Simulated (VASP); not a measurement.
# BeS (F-43m) in VASP: notebook

BeS is run at these levels: PBE; tasks: single point.

Everything below comes from runs of VASP 6.6.1. Logs are shortened: lines on timing, memory, paths and dates and some standing lists are left out, and cuts for length are marked.

## Step 1: The cell of the first run

It takes space group F-43m (No. 216, cubic). Conventional cell: a = 5.369 Å, b = 5.369 Å, c = 5.369 Å, α = 90.00°, β = 90.00°, γ = 90.00°. Be (site symmetry -43m) has 4 S at 2.33 Å within 3.1 Å. Within 3.1 Å of S (site symmetry -43m) lie 4 Be at 2.33 Å.

## Step 2: Single point, PBE

File INCAR:

```
  ALGO = Normal
  EDIFF = 1E-6
  ENCUT = 520
  GGA = PE
  ISIF = 2
  ISMEAR = 0
  LASPH = True
  LCHARG = False
  LREAL = False
  LWAVE = False
  NBANDS = 11
  NELM = 60
  PREC = Accurate
  SIGMA = 0.1
```

File KPOINTS:

```
k-points
0
Gamma
  8 8 8
```

File POSCAR:

```
BeS
1.0
    0.0000000000      2.6846908224      2.6846908224
    2.6846908224      0.0000000000      2.6846908224
    2.6846908224      2.6846908224      0.0000000000
Be S
1 1
Direct
    0.0000000000      0.0000000000      0.0000000000
    0.7500000000      0.7500000000      0.7500000000
```

Potentials or basis: VASP PAW PBE potentials, release 64 (Be, S).

Started as:

```sh
$ cat potpaw_PBE.64/Be/POTCAR potpaw_PBE.64/S/POTCAR > POTCAR
$ mpirun -np 1 vasp_std > vasp.out
```

OUTCAR:

```text
EDIFF = 1E-6
   ENCUT = 520
   GGA = PE
   ISIF = 2
   ISMEAR = 0
   LASPH = True
   LREAL = False
   NELM = 60
   PREC = Accurate

 ion  position               nearest neighbor table
   1  0.000  0.000  0.000-   2 2.33   2 2.33   2 2.33   2 2.33
   2  0.750  0.750  0.750-   1 2.33   1 2.33   1 2.33   1 2.33

  LATTYP: Found a face centered cubic cell.
 ALAT       =     5.3693816448

  Lattice vectors:

 A1 = (   0.0000000000,   2.6846908224,   2.6846908224)
 A2 = (   2.6846908224,   0.0000000000,   2.6846908224)
 A3 = (   2.6846908224,   2.6846908224,   0.0000000000)

Analysis of symmetry for initial positions (statically):
=====================================================================
 Subroutine PRICEL returns:
 Original cell was already a primitive cell.

 Routine SETGRP: Setting up the symmetry group for a
 face centered cubic supercell.

 Subroutine GETGRP returns: Found 24 space group operations
 (whereof 24 operations were pure point group operations)
 out of a pool of 48 trial point group operations.

The static configuration has the point symmetry T_d .

Analysis of symmetry for dynamics (positions and initial velocities):
=====================================================================
 Subroutine PRICEL returns:
 Original cell was already a primitive cell.

 Routine SETGRP: Setting up the symmetry group for a
 face centered cubic supercell.

 Subroutine GETGRP returns: Found 24 space group operations
 (whereof 24 operations were pure point group operations)
 out of a pool of 48 trial point group operations.

The dynamic configuration has the point symmetry T_d .

 Subroutine INISYM returns: Found 24 space group operations
 (whereof 24 operations are pure point group operations),
 and found     1 'primitive' translations

----------------------------------------------------------------------------------------

                                     Primitive cell

  volume of cell :      38.7002

  direct lattice vectors                    reciprocal lattice vectors
     0.000000000  2.684690822  2.684690822    -0.186241185  0.186241185  0.186241185
     2.684690822  0.000000000  2.684690822     0.186241185 -0.186241185  0.186241185
     2.684690822  2.684690822  0.000000000     0.186241185  0.186241185 -0.186241185

  length of vectors
     3.796726172  3.796726172  3.796726172     0.322579195  0.322579195  0.322579195

  position of ions in fractional coordinates (direct lattice)
     0.000000000  0.000000000  0.000000000
     0.750000000  0.750000000  0.750000000

  ion indices of the primitive-cell ions
   primitive index   ion index
                 1           1
                 2           2

----------------------------------------------------------------------------------------

 KPOINTS: k-points

Automatic generation of k-mesh.
 Grid dimensions read from file:
 generate k-points for:    8    8    8

 Generating k-lattice:

  Cartesian coordinates                     Fractional coordinates (reciprocal lattice)
    -0.023280148  0.023280148  0.023280148     0.125000000  0.000000000  0.000000000
     0.023280148 -0.023280148  0.023280148     0.000000000  0.125000000  0.000000000
     0.023280148  0.023280148 -0.023280148     0.000000000  0.000000000  0.125000000

  Length of vectors
     0.040322399  0.040322399  0.040322399

  Shift w.r.t. Gamma in fractional coordinates (k-lattice)
     0.000000000  0.000000000  0.000000000

 Subroutine IBZKPT returns following result:
 ===========================================

 Found     29 irreducible k-points:

 Following reciprocal coordinates:
            Coordinates               Weight
  0.000000  0.000000  0.000000      1.000000
  0.125000  0.000000  0.000000      8.000000
  0.250000  0.000000  0.000000      8.000000
  0.375000  0.000000  0.000000      8.000000
  0.500000  0.000000  0.000000      4.000000
  0.125000  0.125000  0.000000      6.000000
[... 16 lines left out ...]
  0.500000  0.250000  0.125000     48.000000
 -0.375000  0.250000  0.125000     24.000000
 [... further k-points ...]
   k-points           NKPTS =     29   k-points in BZ     NKDIM =     29   number of bands    NBANDS=     11
   number of dos      NEDOS =    301   number of ions     NIONS =      2
   total plane-waves  NPLWV =  21952
   dimension x,y,z NGX =    28 NGY =   28 NGZ =   28
   dimension x,y,z NGXF=    56 NGYF=   56 NGZF=   56
   ions per type =               1   1
   NGX,Y,Z   is equivalent  to a cutoff of  12.26, 12.26, 12.26 a.u.
   NGXF,Y,Z  is equivalent  to a cutoff of  24.52, 24.52, 24.52 a.u.
 SYSTEM =  unknown system
   PREC   = accura    normal or accurate (medium, high low for compatibility)
   ISTART =      0    job   : 0-new  1-cont  2-samecut
   ICHARG =      2    charge: 1-file 2-atom 10-const
   ISPIN  =      1    spin polarized calculation?
   LNONCOLLINEAR =      F non collinear calculations
   LSORBIT =      F    spin-orbit coupling
   LASPH  =      T    aspherical Exc in radial PAW
   ENCUT  =  520.0 eV  38.22 Ry    6.18 a.u.   7.06  7.06  7.06*2*pi/ulx,y,z
   NELM   =     60;   NELMIN=  2; NELMDL= -5     # of ELM steps
   EDIFF  = 0.1E-05   stopping-criterion for ELM
   LREAL  =      F    real-space projection
   EDIFFG = 0.1E-04   stopping-criterion for IOM
   NSW    =      0    number of steps for IOM
   IBRION =     -1    ionic relax: 0-MD 1-quasi-New 2-CG
   NFREE  =      0    steps in history (QN), initial steepest desc. (CG)
   ISIF   =      2    stress and relaxation
   ISYM   =      2    0-nonsym 1-usesym 2-fastsym
   POTIM  = 0.5000    time-step for ionic-motion
   TEBEG  =    0.0;   TEEND  =   0.0 temperature during run
   PSTRESS=    0.0 pullay stress
   NELECT =       8.0000    total number of electrons
   NUPDOWN=      -1.0000    fix difference up-down
   EMIN   =  10.00;   EMAX   =-10.00  energy-range for DOS
   EFERMI =   0.00;   METHOD = LEGACY
   ISMEAR =     0;   SIGMA  =   0.10  broadening in eV -4-tet -1-fermi 0-gaus
   EFERMI_NEDOS =   21; number of points for ismear=-14 and -15
   IALGO  =     38    algorithm
   IMIX   =      4    mixing-type and parameters
     AMIX     =   0.40;   BMIX     =  1.00
     AMIX_MAG =   1.60;   BMIX_MAG =  1.00
  volume/ion in A,a.u.               =      19.35       130.58
  Fermi-wavevector in a.u.,A,eV,Ry     =   0.967982  1.829220 12.748508  0.936989
  Thomas-Fermi vector in A             =   2.097913
   LORBIT       =      0    0 simple, 1 ext, 2 COOP (PROOUT), +10 PAW based schemes
   GGA     = PE    functional components
   LHFCALC =     F    Hartree Fock is set to
   AEXX    =    0.0000 exact exchange contribution
   IVDW    =     0    specifies the selected vdW correction
   LEPSILON=     F    determine dielectric tensor
   LRPA    =     F    only Hartree local field effects (RPA)
 non-spin polarized calculation
 Gauss-broadening in eV      SIGMA  =   0.10
  energy-cutoff  :      520.00
  volume of cell :       38.70
 maximum number of plane-waves:      1056
   NGX = 15   NGY = 15   NGZ = 15

 number of electron       8.0000000 magnetization

 Free energy of the ion-electron system (eV)
  ---------------------------------------------------
  ext. energy  EPLUGINS =         0.00000000
  ---------------------------------------------------
  free energy    TOTEN  =        -9.42542454 eV

  energy without entropy =       -9.42542454  energy(sigma->0) =       -9.42542454

 E-fermi :   1.9349     XC(G=0):  -8.5230

 val. band max:        1.4774150778   @ k =   0.0000   0.0000   0.0000
 cond. band min:       5.0587086841   @ k =   0.5000   0.5000   0.0000
 fundamental gap:      3.5812936062
 Fermi energy:         1.9348714928

 k-point     1 :       0.0000    0.0000    0.0000
  band No.  band energies     occupation
      1     -10.5296      2.00000
      2       1.4774      2.00000
      3       1.4774      2.00000
      4       1.4774      2.00000
      5       5.0760      0.00000
      6       7.0759      0.00000
      7       7.0759      0.00000
      8       7.0759      0.00000
      9      13.6395      0.00000
     10      13.6395      0.00000
     11      14.0653      0.00000

 k-point     2 :       0.1250    0.0000    0.0000
  band No.  band energies     occupation
      1     -10.4189      2.00000
      2       0.5629      2.00000
      3       1.3548      2.00000
      4       1.3548      2.00000
      5       5.6448      0.00000
      6       7.3157      0.00000
      7       7.3157      0.00000
      8       7.4173      0.00000
      9      13.0869      0.00000
     10      13.0869      0.00000
     11      14.3076      0.00000

 k-point     3 :       0.2500    0.0000    0.0000
  band No.  band energies     occupation
      1     -10.1256      2.00000
      2      -0.9636      2.00000
      3       1.0957      2.00000
      4       1.0957      2.00000
      5       5.9151      0.00000
      6       7.7364      0.00000
      7       7.7364      0.00000
      8       8.7509      0.00000
      9      12.8358      0.00000
     10      12.8358      0.00000
     11      14.2013      0.00000

 k-point     4 :       0.3750    0.0000    0.0000
  band No.  band energies     occupation
      1      -9.7834      2.00000
      2      -2.1705      2.00000
      3       0.8749      2.00000
      4       0.8749      2.00000
      5       5.8566      0.00000
      6       7.8955      0.00000
      7       7.8955      0.00000
      8      10.2818      0.00000
      9      13.7403      0.00000
     10      13.7403      0.00000
     11      13.9753      0.00000
[... 239 lines left out ...]
 k-point    22 :       0.3750    0.2500    0.1250
  band No.  band energies     occupation
      1      -9.8939      2.00000
      2      -1.2019      2.00000
      3       0.0737      2.00000
      4       0.7433      2.00000
      5       6.7359      0.00000
      6       7.2839      0.00000
      7       8.5604      0.00000
      8       9.0262      0.00000
      9      11.7573      0.00000
     10      14.4829      0.00000
     11      15.1855      0.00000

 k-point    23 :       0.5000    0.2500    0.1250
  band No.  band energies     occupation
      1      -9.6038      2.00000
      2      -1.9310      2.00000
      3      -0.3551      2.00000
      4       0.4439      2.00000
      5       6.9929      0.00000
      6       7.6244      0.00000
      7       8.7682      0.00000
      8       9.6847      0.00000
      9      12.5523      0.00000
     10      14.0469      0.00000
     11      15.6549      0.00000

 k-point    24 :      -0.3750    0.2500    0.1250
  band No.  band energies     occupation
      1      -9.4702      2.00000
      2      -2.2566      2.00000
      3      -0.4581      2.00000
      4       0.2900      2.00000
      5       7.0570      0.00000
      6       7.5253      0.00000
      7       9.2401      0.00000
      8      10.4012      0.00000
      9      11.8794      0.00000
     10      14.8250      0.00000
     11      15.2735      0.00000

 [... further k-points ...]
[... 5 lines left out ...]
  --------------------------------------------------------------------------------------
  -------------------------------------------------------------------------------------
  Total       -3.7253967     -3.7253967     -3.7253967      0.0000000     -0.0000000     -0.0000000
  in kB     -154.2305037   -154.2305037   -154.2305037      0.0000000     -0.0000000     -0.0000000
  external PRESSURE =    -154.2305037 kB  Pullay stress =       0.0000000 kB

 VOLUME and BASIS-vectors are now :
 -----------------------------------------------------------------------------
  energy-cutoff  :      520.00
  volume of cell :       38.70
      direct lattice vectors                 reciprocal lattice vectors
     0.000000000  2.684690822  2.684690822    -0.186241185  0.186241185  0.186241185
     2.684690822  0.000000000  2.684690822     0.186241185 -0.186241185  0.186241185
     2.684690822  2.684690822  0.000000000     0.186241185  0.186241185 -0.186241185

 POSITION                                       TOTAL-FORCE (eV/Angst)
 -----------------------------------------------------------------------------------
      0.00000      0.00000      0.00000        -0.000000     -0.000000     -0.000000
      4.02704      4.02704      4.02704         0.000000      0.000000      0.000000
 -----------------------------------------------------------------------------------
    total drift:                               -0.000000     -0.000000     -0.000000

  FREE ENERGIE OF THE ION-ELECTRON SYSTEM (eV)
  ---------------------------------------------------
  free  energy   TOTEN  =        -9.4254245365 eV

  energy  without entropy=       -9.4254245365  energy(sigma->0) =       -9.42542454
```

Run time: 24 s. Hardware: 1 thread of Intel Xeon 6975P-C, shared host; peak memory 0.15 GiB.

Results:

- Free energy: -9.4254 eV
- Pressure: -15.4 GPa
- Band gap on the k mesh: 3.58 eV, indirect (least direct gap 3.60 eV)

## Step 3: Single point, PBE, collinear spin, zero start

This run uses another cell than the first one, of 14.44 Å³/atom, 0.746 times its volume.

File INCAR:

```
PREC = Accurate
ENCUT = 520
EDIFF = 1E-6
ISMEAR = -4
SIGMA = 0.1
LREAL = False
LASPH = True
NELM = 150
ALGO = Normal
ISIF = 2
LWAVE = False
LCHARG = True
ISPIN = 2
MAGMOM = 0 0
LORBIT = 11
GGA = PE
LELF = True
LVHAR = True
NBANDS = 15
ISYM = 0
```

File KPOINTS:

```
Automatic mesh
0
Gamma
  4 8 2
```

File POSCAR:

```
BeS
1.0
    0.0000000000      2.4351516489      2.4351516489
    2.4351516489      0.0000000000      2.4351516489
    2.4351516489      2.4351516489      0.0000000000
Be S
1 1
Direct
    0.0000000000      0.0000000000      0.0000000000
    0.7500000000      0.7500000000      0.7500000000
```

Potentials or basis: VASP PAW PBE potentials, release 64 (Be, S).

Started as:

```sh
$ cat potpaw_PBE.64/Be/POTCAR potpaw_PBE.64/S/POTCAR > POTCAR
$ mpirun -np 1 vasp_std > vasp.out
```

Run time: 58 s. Hardware: 1 thread of Intel Xeon 6975P-C, shared host; peak memory 0.18 GiB.

It converged, with:

```
Free energy                                           : -9.7539 eV
Pressure                                              : 2.3 GPa
Band gap on the k mesh                                : 3.10 eV, indirect (least direct gap 5.63 eV)
Net moment                                            : 0.00 μB per cell
Valence electrons inside the program's atomic spheres : Be 1.02; S 3.85
```

Stress tensor (GPa, compression positive):
```
 4.07  4.09 -0.21
 4.09  4.07  0.21
-0.21  0.21 -1.25
```

Levels at points of the mesh, in eV from the valence-band top:
Spin up:
| k point | band 1 | band 2 | band 3 | band 4 | band 5 | band 6 | band 7 | band 8 | band 9 |
| --- | --- | --- | --- | --- | --- | --- | --- | --- | --- |
| (0.00, 0.00, 0.00) | -13.62 | -0.01 | 0.00 | 0.00 | 5.63 | 5.63 | 5.64 | 5.76 | 12.75 |
| (0.50, 0.00, 0.00) | -12.03 | -5.73 | -1.03 | -1.02 | 5.40 | 6.52 | 6.53 | 11.12 | 14.85 |
| (0.00, 0.50, 0.00) | -12.03 | -5.73 | -1.04 | -1.02 | 5.40 | 6.52 | 6.53 | 11.13 | 14.85 |
| (0.50, 0.50, 0.00) | -11.50 | -4.98 | -2.62 | -2.61 | 3.10 | 4.89 | 12.65 | 12.65 | 15.38 |
| (0.00, 0.00, 0.50) | -12.03 | -5.74 | -1.03 | -1.02 | 5.40 | 6.52 | 6.53 | 11.12 | 14.85 |
| (0.50, 0.00, 0.50) | -11.50 | -4.98 | -2.62 | -2.61 | 3.10 | 4.88 | 12.65 | 12.66 | 15.39 |
| (0.00, 0.50, 0.50) | -11.50 | -4.98 | -2.62 | -2.61 | 3.10 | 4.88 | 12.65 | 12.66 | 15.39 |
| (0.50, 0.50, 0.50) | -12.03 | -5.74 | -1.03 | -1.02 | 5.40 | 6.52 | 6.53 | 11.12 | 14.85 |
Spin down:
| k point | band 1 | band 2 | band 3 | band 4 | band 5 | band 6 | band 7 | band 8 |
| --- | --- | --- | --- | --- | --- | --- | --- | --- |
| (0.00, 0.00, 0.00) | -13.62 | -0.01 | 0.00 | 0.00 | 5.63 | 5.63 | 5.64 | 5.76 |
| (0.50, 0.00, 0.00) | -12.03 | -5.73 | -1.03 | -1.02 | 5.40 | 6.52 | 6.53 | 11.12 |
| (0.00, 0.50, 0.00) | -12.03 | -5.73 | -1.04 | -1.02 | 5.40 | 6.52 | 6.53 | 11.13 |
| (0.50, 0.50, 0.00) | -11.50 | -4.98 | -2.62 | -2.61 | 3.10 | 4.89 | 12.65 | 12.65 |
| (0.00, 0.00, 0.50) | -12.03 | -5.74 | -1.03 | -1.02 | 5.40 | 6.52 | 6.53 | 11.12 |
| (0.50, 0.00, 0.50) | -11.50 | -4.98 | -2.62 | -2.61 | 3.10 | 4.88 | 12.65 | 12.66 |
| (0.00, 0.50, 0.50) | -11.50 | -4.98 | -2.62 | -2.61 | 3.10 | 4.88 | 12.65 | 12.66 |
| (0.50, 0.50, 0.50) | -12.03 | -5.74 | -1.03 | -1.02 | 5.40 | 6.52 | 6.53 | 11.12 |

Caveat: the k points lie up to 1.12 Å⁻¹ apart.
